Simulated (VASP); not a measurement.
Input of a VASP 6.6.1 run:

Contents of INCAR:

```
SYSTEM = Sr
ALGO = Normal
EDIFF = 1E-7
ENCUT = 520
ISIF = 2
ISMEAR = 0
LASPH = .TRUE.
LCHARG = .FALSE.
LREAL = .FALSE.
LWAVE = .FALSE.
NBANDS = 11
NELM = 80
PREC = Accurate
SIGMA = 0.05
```

Contents of KPOINTS:

```
k-points
0
G
  6 6 8
  0 0 0
```

The input POSCAR:

```
Sr
1.0
   10.9876299658      0.0000000000      0.0000000000
   -5.4938149829      9.5155666777      0.0000000000
    0.0000000000      0.0000000000      4.4211119100
Sr
1
Direct
    0.0000000000      0.0000000000      0.0000000000
```

Potentials or basis: VASP PAW LDA potentials, release 64 (Sr_sv).

Run with:

```bash
$ cat potpaw_LDA.64/Sr_sv/POTCAR > POTCAR
$ mpirun -np 1 vasp_std > vasp.out
```

Predict the band gap on the k mesh.

0.44 eV (least direct gap 0.45 eV).

Predict the pressure.

0.0 GPa.

A k mesh can miss the band edges.
